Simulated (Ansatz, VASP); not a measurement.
**MgO in VASP and in Ansatz**

```
Mg O
1.0
     0.00000    2.06411    2.06411
     2.06411    0.00000    2.06411
     2.06411    2.06411    0.00000
Mg O
1 1
Direct
  0.00000 0.00000 0.00000
  0.50000 0.50000 0.50000
```

Change from the starting cell: volume scaled by 0.94, LAPW.

Alike in both runs: task single point; functional PBEsol; k mesh 15 × 15 × 15; occupations fermi-dirac, width 0.05 eV; no spin polarisation.

```csv
,VASP,Ansatz
version,VASP 6.6.1,Ansatz 0.2.0
potentials or method,"VASP PAW PBE potentials, release 64 (Mg, O), cutoff 520 eV","all-electron LAPW, scalar-relativistic"
```

VASP gave:

* gap on the k mesh at the Fermi level (eV): 5.24
* pressure (GPa): 10.7

Q: Which values does Ansatz return?

A: gap on the k mesh at the Fermi level (eV): 5.24; pressure (GPa): 11.1.

VASP's potentials were made for PBE, not for PBEsol. Ansatz ran all-electron here, and VASP with PAW potentials.
